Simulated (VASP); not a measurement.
# BAs (F-43m) in VASP: further runs

The runs below take BAs through single point, with PBE.

Program: VASP 6.6.1. These are calculated values, not measurements. Logs are shortened: lines on timing, memory, paths and dates and some standing lists are left out, and cuts for length are marked.

**1. The cell of the first run**

The structure is cubic, space group F-43m (No. 216). The conventional cell has a = 4.646 Å, b = 4.646 Å, c = 4.646 Å, α = 90.00°, β = 90.00°, γ = 90.00°. Within 2.7 Å of B (site symmetry -43m) lie 4 As at 2.01 Å. Within 2.7 Å of As (site symmetry -43m) lie 4 B at 2.01 Å.

**2. Single point, PBE**

File INCAR:

```
SYSTEM = BAs
PREC = Accurate
ENCUT = 520
EDIFF = 1E-6
ISMEAR = 0
SIGMA = 0.01
LREAL = .FALSE.
LASPH = .TRUE.
NELM = 60
ALGO = Normal
ISIF = 2
LWAVE = .FALSE.
LCHARG = .FALSE.
GGA = PE
NBANDS = 11
```

File KPOINTS:

```
Automatic mesh
0
G
  7 7 7
  0 0 0
```

File POSCAR:

```
BAs
1.0
    0.0000000000      2.3230284114      2.3230284114
    2.3230284114      0.0000000000      2.3230284114
    2.3230284114      2.3230284114      0.0000000000
B As
1 1
Direct
    0.0000000000      0.0000000000      0.0000000000
    0.2500000000      0.2500000000      0.2500000000
```

Potentials or basis: VASP PAW PBE potentials, release 64 (B, As).

Started as:

```bash
$ cat potpaw_PBE.64/B/POTCAR potpaw_PBE.64/As/POTCAR > POTCAR
$ mpirun -np 1 vasp_std > vasp.out
```

OUTCAR:

```text
SYSTEM = BAs
   PREC = Accurate
   ENCUT = 520
   EDIFF = 1E-6
   ISMEAR = 0
   LREAL = .FALSE.
   LASPH = .TRUE.
   NELM = 60
   ISIF = 2
   GGA = PE

 ion  position               nearest neighbor table
   1  0.000  0.000  0.000-   2 2.01   2 2.01   2 2.01   2 2.01
   2  0.250  0.250  0.250-   1 2.01   1 2.01   1 2.01   1 2.01

  LATTYP: Found a face centered cubic cell.
 ALAT       =     4.6460568228

  Lattice vectors:

 A1 = (   0.0000000000,   2.3230284114,   2.3230284114)
 A2 = (   2.3230284114,   0.0000000000,   2.3230284114)
 A3 = (   2.3230284114,   2.3230284114,   0.0000000000)

Analysis of symmetry for initial positions (statically):
=====================================================================
 Subroutine PRICEL returns:
 Original cell was already a primitive cell.

 Routine SETGRP: Setting up the symmetry group for a
 face centered cubic supercell.

 Subroutine GETGRP returns: Found 24 space group operations
 (whereof 24 operations were pure point group operations)
 out of a pool of 48 trial point group operations.

The static configuration has the point symmetry T_d .

Analysis of symmetry for dynamics (positions and initial velocities):
=====================================================================
 Subroutine PRICEL returns:
 Original cell was already a primitive cell.

 Routine SETGRP: Setting up the symmetry group for a
 face centered cubic supercell.

 Subroutine GETGRP returns: Found 24 space group operations
 (whereof 24 operations were pure point group operations)
 out of a pool of 48 trial point group operations.

The dynamic configuration has the point symmetry T_d .

 Subroutine INISYM returns: Found 24 space group operations
 (whereof 24 operations are pure point group operations),
 and found     1 'primitive' translations

----------------------------------------------------------------------------------------

                                     Primitive cell

  volume of cell :      25.0723

  direct lattice vectors                    reciprocal lattice vectors
     0.000000000  2.323028411  2.323028411    -0.215236283  0.215236283  0.215236283
     2.323028411  0.000000000  2.323028411     0.215236283 -0.215236283  0.215236283
     2.323028411  2.323028411  0.000000000     0.215236283  0.215236283 -0.215236283

  length of vectors
     3.285258285  3.285258285  3.285258285     0.372800177  0.372800177  0.372800177

  position of ions in fractional coordinates (direct lattice)
     0.000000000  0.000000000  0.000000000
     0.250000000  0.250000000  0.250000000

  ion indices of the primitive-cell ions
   primitive index   ion index
                 1           1
                 2           2

----------------------------------------------------------------------------------------

 KPOINTS: Automatic mesh

Automatic generation of k-mesh.
 Grid dimensions read from file:
 generate k-points for:    7    7    7

 Generating k-lattice:

  Cartesian coordinates                     Fractional coordinates (reciprocal lattice)
    -0.030748040  0.030748040  0.030748040     0.142857143  0.000000000  0.000000000
     0.030748040 -0.030748040  0.030748040     0.000000000  0.142857143  0.000000000
     0.030748040  0.030748040 -0.030748040     0.000000000  0.000000000  0.142857143

  Length of vectors
     0.053257168  0.053257168  0.053257168

  Shift w.r.t. Gamma in fractional coordinates (k-lattice)
     0.000000000  0.000000000  0.000000000

 Subroutine IBZKPT returns following result:
 ===========================================

 Found     20 irreducible k-points:

 Following reciprocal coordinates:
            Coordinates               Weight
  0.000000  0.000000  0.000000      1.000000
  0.142857  0.000000  0.000000      8.000000
  0.285714  0.000000  0.000000      8.000000
  0.428571  0.000000  0.000000      8.000000
  0.142857  0.142857  0.000000      6.000000
  0.285714  0.142857  0.000000     24.000000
[... 12 lines left out ...]
 -0.428571  0.428571  0.142857     24.000000
 -0.285714  0.428571  0.142857     24.000000
   k-points           NKPTS =     20   k-points in BZ     NKDIM =     20   number of bands    NBANDS=     11
   number of dos      NEDOS =    301   number of ions     NIONS =      2
   total plane-waves  NPLWV =  13824
   dimension x,y,z NGX =    24 NGY =   24 NGZ =   24
   dimension x,y,z NGXF=    48 NGYF=   48 NGZF=   48
   ions per type =               1   1
   NGX,Y,Z   is equivalent  to a cutoff of  12.14, 12.14, 12.14 a.u.
   NGXF,Y,Z  is equivalent  to a cutoff of  24.29, 24.29, 24.29 a.u.
 SYSTEM =  BAs
   PREC   = accura    normal or accurate (medium, high low for compatibility)
   ISTART =      0    job   : 0-new  1-cont  2-samecut
   ICHARG =      2    charge: 1-file 2-atom 10-const
   ISPIN  =      1    spin polarized calculation?
   LNONCOLLINEAR =      F non collinear calculations
   LSORBIT =      F    spin-orbit coupling
   LASPH  =      T    aspherical Exc in radial PAW
   ENCUT  =  520.0 eV  38.22 Ry    6.18 a.u.   6.11  6.11  6.11*2*pi/ulx,y,z
   NELM   =     60;   NELMIN=  2; NELMDL= -5     # of ELM steps
   EDIFF  = 0.1E-05   stopping-criterion for ELM
   LREAL  =      F    real-space projection
   EDIFFG = 0.1E-04   stopping-criterion for IOM
   NSW    =      0    number of steps for IOM
   IBRION =     -1    ionic relax: 0-MD 1-quasi-New 2-CG
   NFREE  =      0    steps in history (QN), initial steepest desc. (CG)
   ISIF   =      2    stress and relaxation
   ISYM   =      2    0-nonsym 1-usesym 2-fastsym
   POTIM  = 0.5000    time-step for ionic-motion
   TEBEG  =    0.0;   TEEND  =   0.0 temperature during run
   PSTRESS=    0.0 pullay stress
   NELECT =       8.0000    total number of electrons
   NUPDOWN=      -1.0000    fix difference up-down
   EMIN   =  10.00;   EMAX   =-10.00  energy-range for DOS
   EFERMI =   0.00;   METHOD = LEGACY
   ISMEAR =     0;   SIGMA  =   0.01  broadening in eV -4-tet -1-fermi 0-gaus
   EFERMI_NEDOS =   21; number of points for ismear=-14 and -15
   IALGO  =     38    algorithm
   IMIX   =      4    mixing-type and parameters
     AMIX     =   0.40;   BMIX     =  1.00
     AMIX_MAG =   1.60;   BMIX_MAG =  1.00
  volume/ion in A,a.u.               =      12.54        84.60
  Fermi-wavevector in a.u.,A,eV,Ry     =   1.118683  2.114004 17.027028  1.251451
  Thomas-Fermi vector in A             =   2.255316
   LORBIT       =      0    0 simple, 1 ext, 2 COOP (PROOUT), +10 PAW based schemes
   GGA     = PE    functional components
   LHFCALC =     F    Hartree Fock is set to
   AEXX    =    0.0000 exact exchange contribution
   IVDW    =     0    specifies the selected vdW correction
   LEPSILON=     F    determine dielectric tensor
   LRPA    =     F    only Hartree local field effects (RPA)
 non-spin polarized calculation
 Gauss-broadening in eV      SIGMA  =   0.01
  energy-cutoff  :      520.00
  volume of cell :       25.07
 maximum number of plane-waves:       688
   NGX = 13   NGY = 13   NGZ = 13

 number of electron       8.0000000 magnetization

 Free energy of the ion-electron system (eV)
  ---------------------------------------------------
  ext. energy  EPLUGINS =         0.00000000
  ---------------------------------------------------
  free energy    TOTEN  =       -11.26124222 eV

  energy without entropy =      -11.26124222  energy(sigma->0) =      -11.26124222

 E-fermi :   7.2063     XC(G=0): -10.9479

 val. band max:        7.0823807392   @ k =   0.0000   0.0000   0.0000
 cond. band min:       8.1829204193   @ k =   0.4286   0.4286   0.0000
 fundamental gap:      1.1005396801
 Fermi energy:         7.2062638648

 k-point     1 :       0.0000    0.0000    0.0000
  band No.  band energies     occupation
      1      -9.1099      2.00000
      2       7.0824      2.00000
      3       7.0824      2.00000
      4       7.0824      2.00000
      5      10.4683      0.00000
      6      10.4683      0.00000
      7      10.4683      0.00000
      8      12.8530      0.00000
      9      17.0943      0.00000
     10      20.3778      0.00000
     11      20.3778      0.00000

 k-point     2 :       0.1429    0.0000    0.0000
  band No.  band energies     occupation
      1      -8.7498      2.00000
      2       4.5824      2.00000
      3       6.4894      2.00000
      4       6.4894      2.00000
      5      10.7855      0.00000
      6      11.2396      0.00000
      7      11.2396      0.00000
      8      14.1522      0.00000
      9      18.3649      0.00000
     10      18.7418      0.00000
     11      18.7418      0.00000

 k-point     3 :       0.2857    0.0000    0.0000
  band No.  band energies     occupation
      1      -7.7078      2.00000
      2       1.0008      2.00000
      3       5.6485      2.00000
      4       5.6485      2.00000
      5      10.5170      0.00000
      6      12.0210      0.00000
      7      12.0210      0.00000
      8      15.8699      0.00000
      9      18.8124      0.00000
     10      18.8124      0.00000
     11      18.9181      0.00000

 k-point     4 :       0.4286    0.0000    0.0000
  band No.  band energies     occupation
      1      -6.2782      2.00000
      2      -1.8129      2.00000
      3       5.1749      2.00000
      4       5.1749      2.00000
      5      10.3087      0.00000
      6      11.9879      0.00000
      7      11.9879      0.00000
      8      16.1236      0.00000
      9      20.0792      0.00000
     10      21.2626      0.00000
     11      21.2626      0.00000

 k-point     5 :       0.1429    0.1429    0.0000
  band No.  band energies     occupation
      1      -8.6290      2.00000
      2       5.3387      2.00000
      3       5.5417      2.00000
      4       5.5417      2.00000
      5       9.5504      0.00000
      6      12.5220      0.00000
      7      12.5220      0.00000
      8      13.4977      0.00000
      9      17.2482      0.00000
     10      18.9528      0.00000
     11      20.8887      0.00000
[... 155 lines left out ...]
 k-point    17 :       0.4286    0.2857    0.1429
  band No.  band energies     occupation
      1      -6.8007      2.00000
      2       0.9332      2.00000
      3       2.4444      2.00000
      4       4.3435      2.00000
      5      10.6018      0.00000
      6      12.6045      0.00000
      7      13.1741      0.00000
      8      15.5653      0.00000
      9      18.7181      0.00000
     10      21.3727      0.00000
     11      23.0946      0.00000

 k-point    18 :      -0.4286    0.2857    0.1429
  band No.  band energies     occupation
      1      -5.4447      2.00000
      2      -1.1601      2.00000
      3       1.7747      2.00000
      4       3.4923      2.00000
      5      11.2344      0.00000
      6      12.4184      0.00000
      7      14.4718      0.00000
      8      16.4708      0.00000
      9      18.3211      0.00000
     10      21.4908      0.00000
     11      23.6962      0.00000

 k-point    19 :      -0.4286    0.4286    0.1429
  band No.  band energies     occupation
      1      -4.8824      2.00000
      2      -1.0908      2.00000
      3       1.6518      2.00000
      4       2.2005      2.00000
      5      10.2622      0.00000
      6      10.9107      0.00000
      7      15.6720      0.00000
      8      18.1101      0.00000
      9      19.5999      0.00000
     10      23.0555      0.00000
     11      24.5670      0.00000

 k-point    20 :      -0.2857    0.4286    0.1429
  band No.  band energies     occupation
      1      -4.4735      2.00000
      2      -1.3336      2.00000
      3       0.6389      2.00000
      4       2.3674      2.00000
      5      10.9887      0.00000
      6      13.6792      0.00000
      7      14.7871      0.00000
      8      15.6036      0.00000
      9      19.1671      0.00000
     10      22.0111      0.00000
     11      24.6075      0.00000

------------------------ aborting loop because EDIFF is reached ----------------------------------------

  FORCE on cell =-STRESS in cart. coord.  units (eV):
  Direction    XX          YY          ZZ          XY          YZ          ZX
  --------------------------------------------------------------------------------------
  -------------------------------------------------------------------------------------
  Total        2.7900415      2.7900415      2.7900415     -0.0000000      0.0000000     -0.0000000
  in kB      178.2902859    178.2902859    178.2902859     -0.0000000      0.0000000     -0.0000000
  external PRESSURE =     178.2902859 kB  Pullay stress =       0.0000000 kB

 VOLUME and BASIS-vectors are now :
 -----------------------------------------------------------------------------
  energy-cutoff  :      520.00
  volume of cell :       25.07
      direct lattice vectors                 reciprocal lattice vectors
     0.000000000  2.323028411  2.323028411    -0.215236283  0.215236283  0.215236283
     2.323028411  0.000000000  2.323028411     0.215236283 -0.215236283  0.215236283
     2.323028411  2.323028411  0.000000000     0.215236283  0.215236283 -0.215236283

 POSITION                                       TOTAL-FORCE (eV/Angst)
 -----------------------------------------------------------------------------------
      0.00000      0.00000      0.00000         0.000000      0.000000      0.000000
      1.16151      1.16151      1.16151        -0.000000     -0.000000     -0.000000
 -----------------------------------------------------------------------------------
    total drift:                                0.000000      0.000000      0.000000

  FREE ENERGIE OF THE ION-ELECTRON SYSTEM (eV)
  ---------------------------------------------------
  free  energy   TOTEN  =       -11.2612422171 eV

  energy  without entropy=      -11.2612422171  energy(sigma->0) =      -11.26124222
```

Wall time 5 s (1 thread of AMD EPYC 7R13 (Zen 3), shared host); peak memory 0.1 GiB.

What came out:

- Free energy: -11.2612 eV
- Pressure: 17.8 GPa
- Band gap on the k mesh: 1.10 eV, indirect (least direct gap 3.39 eV)

**3. Single point, PBE**

This run uses another cell than the first one, of 13.08 Å³/atom, 1.043 times its volume.

File INCAR:

```
SYSTEM = BAs
  PREC = Accurate
  ENCUT = 520
  EDIFF = 1E-6
  ISMEAR = 0
  SIGMA = 0.01
  LREAL = .FALSE.
  LASPH = .TRUE.
  NELM = 60
  ALGO = Normal
  ISIF = 2
  LWAVE = .FALSE.
  LCHARG = .FALSE.
  GGA = PE
  NBANDS = 11
```

File KPOINTS:

```
regular mesh
0
G
  7 7 7
  0 0 0
```

File POSCAR:

```
BAs
1.0
    0.0000000000      2.3562190158      2.3562190158
    2.3562190158      0.0000000000      2.3562190158
    2.3562190158      2.3562190158      0.0000000000
B As
1 1
Direct
    0.0000000000      0.0000000000      0.0000000000
    0.2500000000      0.2500000000      0.2500000000
```

Potentials or basis: VASP PAW PBE potentials, release 64 (B, As).

Started as:

```bash
$ cat potpaw_PBE.64/B/POTCAR potpaw_PBE.64/As/POTCAR > POTCAR
$ mpirun -np 1 vasp_std > vasp.out
```

Run time: 5.9 s. Hardware: 1 thread of AMD EPYC 7R13 (Zen 3), shared host; peak memory 0.12 GiB.

The run converged. Its results:

```
Free energy            : -11.3550 eV
Pressure               : 9.9 GPa
Band gap on the k mesh : 1.15 eV, indirect (least direct gap 3.33 eV)
```

Levels at points of the mesh, in eV from the valence-band top:
```csv
k point,band 1,band 2,band 3,band 4,band 5,band 6,band 7,band 8
"(0.00, 0.00, 0.00)",-15.78,0.00,0.00,0.00,3.33,3.33,3.33,5.21
```

A k mesh can miss the band edges. PBE gaps usually lie below the measured ones, often by a third to a half.

(Continued in part 2 of 2.)
